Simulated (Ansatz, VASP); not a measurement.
**Two plane-wave programs on Mg5ZnS6**

```
Mg Zn S
1.0
     3.68643    0.00000    0.00000
    -1.84322    3.19255    0.00000
     0.00000    0.00000   18.02662
Mg Zn S
5 1 6
Direct
  0.33333 0.66667 0.83226
  0.00000 0.00000 0.00000
  0.66667 0.33333 0.16774
  0.33333 0.66667 0.33535
  0.66667 0.33333 0.66465
  0.00000 0.00000 0.50000
  0.66667 0.33333 0.91613
  0.33333 0.66667 0.08387
  0.00000 0.00000 0.25159
  0.66667 0.33333 0.42003
  0.33333 0.66667 0.57997
  0.00000 0.00000 0.74841
```

Alike in both runs: functional PBE; k mesh 12 × 12 × 2; occupations gaussian, width 0.02 eV; no spin polarisation.

Ansatz relaxed the structure, and its values are those at the end. VASP's run is a single point on that final structure, the one shown.

```csv
,VASP,Ansatz
version,VASP 6.6.1,Ansatz 0.2.0
potentials or method,"VASP PAW PBE potentials, release 64 (Mg, Zn, S), cutoff 600 eV","scalar-relativistic, plane waves, PAW"
valence electrons in the cell,58,98
```

|  | VASP | Ansatz | Ansatz less VASP |
| --- | --- | --- | --- |
| gap on the k mesh at the Fermi level (eV) | 1.83 | 1.84 | +0.010 |
| least direct gap on the mesh (eV) | 2.20 | 2.21 | +0.010 |
| pressure (GPa) | -0.2 | 0.0 | +0.21 |
| rms of the force components (eV/Å) | 0.006 | 0.001 | -0.0056 |

VASP's potentials hold 58 valence electrons a cell and Ansatz's 98, so a difference there can come from the potentials and not from the codes.
